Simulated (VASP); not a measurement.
Wanted: the native input for a VASP 6.6.1 run.

```
Task                   : single point
Functional             : PBE
Potentials or basis    : VASP PAW PBE potentials, release 64 (Be, Ag)
Cutoff                 : 400 eV
k mesh                 : 1 × 1 × 1, shifted
Occupations            : fermi-dirac, width 0.0741 eV
Spin                   : no spin polarisation
Dipole correction      : no
Mended                 : yes
Further INCAR settings : LREAL = Auto; ALGO = Normal; EDIFF = 1e-06; NBANDS = 58; ISYM = -1
```

The structure of Be3Ag lies in POSCAR:

```
Be3Ag
1.0
    5.9946500000      0.0085350000     -0.1640780000
    0.0085350000      5.8394660000      0.0032650000
   -0.1640780000      0.0032650000      6.0504030000
Be Ag
15 5
Direct
    0.5630397406      0.6128628505      0.8020451592
    0.6197641668      0.2488545581      0.7223834767
    0.4278255515      0.8122609072      0.4929733985
    0.4799789939      0.6123209520      0.1947929362
    0.7611797554      0.3928498021      0.0395921061
    0.0885788154      0.3667624799      0.2257116353
    0.9527670174      0.3714844782      0.6567085217
    0.3292493150      0.4786549663      0.5603232976
    0.5314244574      0.9688978275     -0.0197944483
    0.9699725507      0.1205681470      0.9668267554
    0.2229695523      0.9472154254      0.2170547548
    0.2097146823      0.1113574634      0.6067270203
    0.6976758925      0.5191799882      0.4488352499
    0.0828908007      0.7403578582      0.4251105734
    0.8944305219      0.1164593359      0.3463103419
    0.3337867877      0.2731579616      0.9557428171
    0.8081577261      0.8954830439      0.6369328045
    0.2438908083      0.7705762025      0.8152701869
    0.8387031769      0.7453916525      0.1244890689
    0.5174007935      0.1951567669      0.3361957709
```

These files were run (other wordings do the same):

INCAR

```
SYSTEM = Be3Ag
PREC = Accurate
ENCUT = 400
EDIFF = 1E-6
ISMEAR = -1
SIGMA = 0.0741
LREAL = Auto
LASPH = .True.
NELM = 120
ALGO = Normal
ISIF = 2
LWAVE = .False.
LCHARG = .False.
GGA = PE
NBANDS = 58
ISYM = -1
GGA_COMPAT = .False.
```

KPOINTS

```
explicit points
1
Reciprocal
  0.25000000   0.25000000   0.25000000 1
```

Potentials or basis: VASP PAW PBE potentials, release 64 (Be, Ag).

Run with:

```console
$ cat potpaw_PBE.64/Be/POTCAR potpaw_PBE.64/Ag/POTCAR > POTCAR
$ mpirun -np 1 vasp_std > vasp.out
```

It gave:

```json
{
 "Pressure": "6.6 GPa",
 "Largest force": "2.970 eV/Å",
 "Band gap on the k mesh": "zero (an odd number of electrons rules out a gap without spin polarisation)"
}
```

Caveat: the atoms stand as in a frame of molecular dynamics.

Wall time 15 s on 1 thread of AMD EPYC 9R45 96-Core Processor (Zen 5), with other jobs on the host, peak memory 0.2 GiB.
